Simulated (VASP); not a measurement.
# RbH2 (Cccm) in VASP: further runs

RbH2 is run at these levels: PBE; tasks: single point.

All numbers are computed with VASP 6.6.1; they aren't measurements. Logs are shortened: lines on timing, memory, paths and dates and some standing lists are left out, and cuts for length are marked.

**1. The cell of the first run**

The structure is orthorhombic, space group Cccm (No. 66). Conventional cell: a = 4.954 Å, b = 4.980 Å, c = 5.300 Å, α = 90.00°, β = 90.00°, γ = 90.00°. Rb (site symmetry 2/m) has 4 H at 1.83 Å within 2.4 Å. H (site symmetry 2) has 2 Rb at 1.83 Å and 1 H at 2.13 Å within 2.4 Å.

The cell was built from a structure type or drawn by symmetry, and may not be a known phase.

**2. Single point, PBE**

Input file INCAR:

```
  PREC = Accurate
  ENCUT = 520
  EDIFF = 1E-6
  ISMEAR = 0
  SIGMA = 0.1
  LREAL = F
  LASPH = T
  NELM = 60
  ALGO = Normal
  ISIF = 2
  LWAVE = F
  LCHARG = F
  GGA = PE
  NBANDS = 20
```

Input file KPOINTS:

```
regular mesh
0
Gamma
  6 6 4
```

Input file POSCAR:

```
RbH2
1.0
    2.4769580000     -2.4901413200      0.0000000000
    2.4769580000      2.4901413200      0.0000000000
    0.0000000000      0.0000000000      5.3000437600
Rb H
2 4
Direct
    0.0000000000      0.5000000000      0.0000000000
    0.5000000000      0.0000000000      0.5000000000
    0.7845240200      0.7845240200      0.7500000000
    0.2154759800      0.2154759800      0.7500000000
    0.2154759800      0.2154759800      0.2500000000
    0.7845240200      0.7845240200      0.2500000000
```

Potentials or basis: VASP PAW PBE potentials, release 64 (Rb_sv, H).

Started as:

```
$ cat potpaw_PBE.64/Rb_sv/POTCAR potpaw_PBE.64/H/POTCAR > POTCAR
$ mpirun -np 1 vasp_std > vasp.out
```

OUTCAR:

```text
PREC = Accurate
   ENCUT = 520
   EDIFF = 1E-6
   ISMEAR = 0
   LREAL = F
   LASPH = T
   NELM = 60
   ISIF = 2
   GGA = PE

 ion  position               nearest neighbor table
   1  0.000  0.500  0.000-   3 1.83   4 1.83   5 1.83   6 1.83   4 2.94   5 2.94   3 2.94   6 2.94
                             3 3.21   6 3.21   4 3.21   5 3.21   2 3.63   2 3.63   2 3.63   2 3.63
   2  0.500  0.000  0.500-   3 1.83   4 1.83   5 1.83   6 1.83   4 2.94   5 2.94   3 2.94   6 2.94
                             4 3.21   5 3.21   3 3.21   6 3.21   1 3.63   1 3.63   1 3.63   1 3.63
   3  0.785  0.785  0.750-   1 1.83   2 1.83   2 2.94   1 2.94   2 3.21   1 3.21
   4  0.215  0.215  0.750-   1 1.83   2 1.83   1 2.94   2 2.94   1 3.21   2 3.21
   5  0.215  0.215  0.250-   1 1.83   2 1.83   1 2.94   2 2.94   1 3.21   2 3.21
   6  0.785  0.785  0.250-   1 1.83   2 1.83   2 2.94   1 2.94   2 3.21   1 3.21

  LATTYP: Found a base centered orthorhombic cell.
 ALAT       =     4.9539160000
 B/A-ratio  =     1.0053223833
 C/A-ratio  =     1.0698695254

  Lattice vectors:

 A1 = (   2.4769580000,  -2.4901413200,   0.0000000000)
 A2 = (   2.4769580000,   2.4901413200,   0.0000000000)
 A3 = (   0.0000000000,   0.0000000000,   5.3000437600)

Analysis of symmetry for initial positions (statically):
=====================================================================
 Subroutine PRICEL returns:
 Original cell was already a primitive cell.

 Routine SETGRP: Setting up the symmetry group for a
 base centered orthorhombic supercell.

 Subroutine GETGRP returns: Found  8 space group operations
 (whereof  4 operations were pure point group operations)
 out of a pool of  8 trial point group operations.

The static configuration has the point symmetry C_2h.
 The point group associated with its full space group is D_2h.

Analysis of symmetry for dynamics (positions and initial velocities):
=====================================================================
 Subroutine PRICEL returns:
 Original cell was already a primitive cell.

 Routine SETGRP: Setting up the symmetry group for a
 base centered orthorhombic supercell.

 Subroutine GETGRP returns: Found  8 space group operations
 (whereof  4 operations were pure point group operations)
 out of a pool of  8 trial point group operations.

The dynamic configuration has the point symmetry C_2h.
 The point group associated with its full space group is D_2h.

 Subroutine INISYM returns: Found  8 space group operations
 (whereof  4 operations are pure point group operations),
 and found     1 'primitive' translations

----------------------------------------------------------------------------------------

                                     Primitive cell

  volume of cell :      65.3811

  direct lattice vectors                    reciprocal lattice vectors
     2.476958000 -2.490141320  0.000000000     0.201860508 -0.200791817  0.000000000
     2.476958000  2.490141320  0.000000000     0.201860508  0.200791817  0.000000000
     0.000000000  0.000000000  5.300043760     0.000000000  0.000000000  0.188677687

  length of vectors
     3.512281983  3.512281983  5.300043760     0.284719192  0.284719192  0.188677687

  position of ions in fractional coordinates (direct lattice)
     1.000000000  0.500000000  0.000000000
     0.500000000  1.000000000  0.500000000
     0.784524020  0.784524020  0.750000000
     0.215475980  0.215475980  0.750000000
     0.215475980  0.215475980  0.250000000
     0.784524020  0.784524020  0.250000000

  ion indices of the primitive-cell ions
   primitive index   ion index
                 1           1
                 2           2
                 3           3
                 4           4
                 5           5
                 6           6

----------------------------------------------------------------------------------------

 KPOINTS: regular mesh

Automatic generation of k-mesh.
 Grid dimensions read from file:
 generate k-points for:    6    6    4

 Generating k-lattice:

  Cartesian coordinates                     Fractional coordinates (reciprocal lattice)
     0.033643418 -0.033465303  0.000000000     0.166666667 -0.000000000  0.000000000
     0.033643418  0.033465303  0.000000000    -0.000000000  0.166666667  0.000000000
     0.000000000  0.000000000  0.047169422     0.000000000  0.000000000  0.250000000

  Length of vectors
     0.047453199  0.047453199  0.047169422

  Shift w.r.t. Gamma in fractional coordinates (k-lattice)
     0.000000000  0.000000000  0.000000000

 Subroutine IBZKPT returns following result:
 ===========================================

 Found     39 irreducible k-points:

 Following reciprocal coordinates:
            Coordinates               Weight
  0.000000  0.000000  0.000000      1.000000
  0.166667 -0.000000  0.000000      4.000000
  0.333333  0.000000  0.000000      4.000000
  0.500000 -0.000000  0.000000      2.000000
  0.166667  0.166667  0.000000      2.000000
  0.333333  0.166667  0.000000      4.000000
[... 16 lines left out ...]
  0.333333  0.333333  0.250000      4.000000
  0.500000  0.333333  0.250000      8.000000
 [... further k-points ...]
   k-points           NKPTS =     39   k-points in BZ     NKDIM =     39   number of bands    NBANDS=     20
   number of dos      NEDOS =    301   number of ions     NIONS =      6
   total plane-waves  NPLWV =  31360
   dimension x,y,z NGX =    28 NGY =   28 NGZ =   40
   dimension x,y,z NGXF=    56 NGYF=   56 NGZF=   80
   ions per type =               2   4
   NGX,Y,Z   is equivalent  to a cutoff of  13.25, 13.25, 12.55 a.u.
   NGXF,Y,Z  is equivalent  to a cutoff of  26.51, 26.51, 25.09 a.u.
 SYSTEM =  unknown system
   PREC   = accura    normal or accurate (medium, high low for compatibility)
   ISTART =      0    job   : 0-new  1-cont  2-samecut
   ICHARG =      2    charge: 1-file 2-atom 10-const
   ISPIN  =      1    spin polarized calculation?
   LNONCOLLINEAR =      F non collinear calculations
   LSORBIT =      F    spin-orbit coupling
   LASPH  =      T    aspherical Exc in radial PAW
   ENCUT  =  520.0 eV  38.22 Ry    6.18 a.u.   6.53  6.53  9.85*2*pi/ulx,y,z
   NELM   =     60;   NELMIN=  2; NELMDL= -5     # of ELM steps
   EDIFF  = 0.1E-05   stopping-criterion for ELM
   LREAL  =      F    real-space projection
   EDIFFG = 0.1E-04   stopping-criterion for IOM
   NSW    =      0    number of steps for IOM
   IBRION =     -1    ionic relax: 0-MD 1-quasi-New 2-CG
   NFREE  =      0    steps in history (QN), initial steepest desc. (CG)
   ISIF   =      2    stress and relaxation
   ISYM   =      2    0-nonsym 1-usesym 2-fastsym
   POTIM  = 0.5000    time-step for ionic-motion
   TEBEG  =    0.0;   TEEND  =   0.0 temperature during run
   PSTRESS=    0.0 pullay stress
   NELECT =      22.0000    total number of electrons
   NUPDOWN=      -1.0000    fix difference up-down
   EMIN   =  10.00;   EMAX   =-10.00  energy-range for DOS
   EFERMI =   0.00;   METHOD = LEGACY
   ISMEAR =     0;   SIGMA  =   0.10  broadening in eV -4-tet -1-fermi 0-gaus
   EFERMI_NEDOS =   21; number of points for ismear=-14 and -15
   IALGO  =     38    algorithm
   IMIX   =      4    mixing-type and parameters
     AMIX     =   0.40;   BMIX     =  1.00
     AMIX_MAG =   1.60;   BMIX_MAG =  1.00
  volume/ion in A,a.u.               =      10.90        73.54
  Fermi-wavevector in a.u.,A,eV,Ry     =   1.138671  2.151777 17.640936  1.296572
  Thomas-Fermi vector in A             =   2.275375
   LORBIT       =      0    0 simple, 1 ext, 2 COOP (PROOUT), +10 PAW based schemes
   GGA     = PE    functional components
   LHFCALC =     F    Hartree Fock is set to
   AEXX    =    0.0000 exact exchange contribution
   IVDW    =     0    specifies the selected vdW correction
   LEPSILON=     F    determine dielectric tensor
   LRPA    =     F    only Hartree local field effects (RPA)
 non-spin polarized calculation
 Gauss-broadening in eV      SIGMA  =   0.10
  energy-cutoff  :      520.00
  volume of cell :       65.38
 maximum number of plane-waves:      1784
 NGX is ok and might be reduce to    28
   NGX = 13   NGY = 13   NGZ = 19

 number of electron      22.0000002 magnetization

 Free energy of the ion-electron system (eV)
  ---------------------------------------------------
  ext. energy  EPLUGINS =         0.00000000
  ---------------------------------------------------
  free energy    TOTEN  =        -3.55373238 eV

  energy without entropy =       -3.54860280  energy(sigma->0) =       -3.55116759

 E-fermi :   3.3082     XC(G=0):  -9.4441

 val. band max:        3.3010924095   @ k =   0.5000   0.3333   0.0000
 cond. band min:       3.4638097831   @ k =   0.5000   0.5000   0.2500
 fundamental gap:      0.1627173736
 Fermi energy:         3.3082096791

 k-point     1 :       0.0000    0.0000    0.0000
  band No.  band energies     occupation
      1     -24.8648      2.00000
      2     -24.3706      2.00000
      3     -11.1365      2.00000
      4      -9.5972      2.00000
      5      -8.3960      2.00000
      6      -8.1705      2.00000
[... 12 lines left out ...]
     19      11.8717      0.00000
     20      13.2583      0.00000

 k-point     2 :       0.1667   -0.0000    0.0000
  band No.  band energies     occupation
      1     -24.8027      2.00000
      2     -24.3709      2.00000
      3     -10.9494      2.00000
      4      -9.7107      2.00000
      5      -8.5641      2.00000
      6      -8.4899      2.00000
[... 12 lines left out ...]
     19      12.3488      0.00000
     20      12.5064      0.00000

 k-point     3 :       0.3333    0.0000    0.0000
  band No.  band energies     occupation
      1     -24.6512      2.00000
      2     -24.3972      2.00000
      3     -10.4251      2.00000
      4     -10.0026      2.00000
      5      -9.4442      2.00000
      6      -8.9108      2.00000
[... 12 lines left out ...]
     19      11.6493      0.00000
     20      12.2796      0.00000

 k-point     4 :       0.5000   -0.0000    0.0000
  band No.  band energies     occupation
      1     -24.4969      2.00000
      2     -24.4878      2.00000
      3     -10.1011      2.00000
      4      -9.8987      2.00000
      5      -9.7402      2.00000
      6      -9.6130      2.00000
[... 12 lines left out ...]
     19      13.5310      0.00000
     20      13.8334      0.00000

 k-point     5 :       0.1667    0.1667    0.0000
  band No.  band energies     occupation
      1     -24.7576      2.00000
      2     -24.3529      2.00000
      3     -10.8452      2.00000
      4      -9.9830      2.00000
      5      -8.5351      2.00000
      6      -8.4815      2.00000
[... 12 lines left out ...]
     19      10.6287      0.00000
     20      11.4835      0.00000
[... 353 lines left out ...]
      6      -8.6803      2.00000
[... 12 lines left out ...]
     19      11.4854      0.00000
     20      13.1228      0.00000

 k-point    22 :      -0.1667    0.1667    0.2500
  band No.  band energies     occupation
      1     -24.6817      2.00000
      2     -24.4344      2.00000
      3     -10.6965      2.00000
      4      -9.7796      2.00000
      5      -9.1398      2.00000
      6      -8.6629      2.00000
[... 12 lines left out ...]
     19      11.9758      0.00000
     20      12.2289      0.00000

 k-point    23 :       0.3333    0.3333    0.2500
  band No.  band energies     occupation
      1     -24.5057      2.00000
      2     -24.3525      2.00000
      3     -10.4476      2.00000
      4     -10.1109      2.00000
      5      -9.4880      2.00000
      6      -9.1038      2.00000
[... 12 lines left out ...]
     19      11.2935      0.00000
     20      13.4856      0.00000

 k-point    24 :       0.5000    0.3333    0.2500
  band No.  band energies     occupation
      1     -24.4324      2.00000
      2     -24.3612      2.00000
      3     -10.6797      2.00000
      4      -9.8044      2.00000
      5      -9.6350      2.00000
      6      -9.2183      2.00000
[... 12 lines left out ...]
     19      13.0813      0.00000
     20      14.0545      0.00000

 [... further k-points ...]

------------------------ aborting loop because EDIFF is reached ----------------------------------------

  FORCE on cell =-STRESS in cart. coord.  units (eV):
  Direction    XX          YY          ZZ          XY          YZ          ZX
  --------------------------------------------------------------------------------------
  -------------------------------------------------------------------------------------
  Total        2.2422522     24.9717096     27.8909601      0.0000000      0.0000000      0.0000000
  in kB       54.9468689    611.9370795    683.4739376      0.0000000      0.0000000      0.0000000
  external PRESSURE =     450.1192954 kB  Pullay stress =       0.0000000 kB

 VOLUME and BASIS-vectors are now :
 -----------------------------------------------------------------------------
  energy-cutoff  :      520.00
  volume of cell :       65.38
      direct lattice vectors                 reciprocal lattice vectors
     2.476958000 -2.490141320  0.000000000     0.201860508 -0.200791817  0.000000000
     2.476958000  2.490141320  0.000000000     0.201860508  0.200791817  0.000000000
     0.000000000  0.000000000  5.300043760     0.000000000  0.000000000  0.188677687

 POSITION                                       TOTAL-FORCE (eV/Angst)
 -----------------------------------------------------------------------------------
      1.23848      1.24507      0.00000        -0.000000     -0.000000      0.000000
      1.23848     -1.24507      2.65002        -0.000000      0.000000      0.000000
      3.88647      0.00000      3.97503         0.456140     -0.000000      0.000000
      1.06745      0.00000      3.97503        -0.456140     -0.000000     -0.000000
      1.06745      0.00000      1.32501        -0.456140     -0.000000      0.000000
      3.88647      0.00000      1.32501         0.456140     -0.000000      0.000000
 -----------------------------------------------------------------------------------
    total drift:                                0.000000     -0.000000      0.000000

  FREE ENERGIE OF THE ION-ELECTRON SYSTEM (eV)
  ---------------------------------------------------
  free  energy   TOTEN  =        -3.5537323796 eV

  energy  without entropy=       -3.5486028008  energy(sigma->0) =       -3.55116759
```

Run time: 80 s. Hardware: 1 thread of Oxide Virtual Turin-like, shared host; peak memory 0.17 GiB.

What came out:

* Free energy: -3.5537 eV
* Pressure: 45.0 GPa
* Largest force: 0.456 eV/Å
* Band gap on the k mesh: zero (bands 11 and 12 overlap by 2.41 eV)

Forces in eV/Å, atoms in the order of the input:
```
Rb   0.000  0.000  0.000
Rb   0.000  0.000  0.000
H    0.456  0.000  0.000
H   -0.456  0.000  0.000
H   -0.456  0.000  0.000
H    0.456  0.000  0.000
```

Stress tensor (GPa, compression positive):
```
 5.49  0.00  0.00
 0.00 61.19  0.00
 0.00  0.00 68.35
```

Levels at points of the mesh, in eV from the Fermi level:
| k point | band 7 | band 8 | band 9 | band 10 | band 11 | band 12 | band 13 | band 14 | band 15 | band 16 |
| --- | --- | --- | --- | --- | --- | --- | --- | --- | --- | --- |
| (0.00, 0.00, 0.00) | -11.41 | -11.18 | -5.62 | -3.12 | -0.08 | 0.89 | 1.26 | 2.41 | 5.00 | 5.40 |
| (0.50, 0.00, 0.00) | -11.61 | -11.54 | -2.34 | -2.24 | -1.46 | -1.39 | 2.96 | 2.98 | 4.26 | 4.95 |
| (0.50, 0.50, 0.00) | -12.07 | -11.96 | -5.50 | -4.17 | -0.16 | 0.96 | 1.07 | 2.24 | 6.08 | 8.70 |
| (0.00, 0.00, 0.50) | -11.45 | -11.45 | -2.56 | -2.56 | -0.77 | -0.77 | 2.01 | 2.01 | 2.81 | 2.81 |
| (0.50, 0.00, 0.50) | -11.58 | -11.53 | -4.97 | -3.91 | 0.81 | 1.53 | 2.62 | 3.41 | 4.28 | 4.36 |
| (0.50, 0.50, 0.50) | -12.50 | -12.50 | -2.58 | -2.58 | -1.56 | -1.56 | 2.62 | 2.62 | 3.13 | 3.13 |

Caveat: the cell stands under pressure.

[end of part 1 of 2]
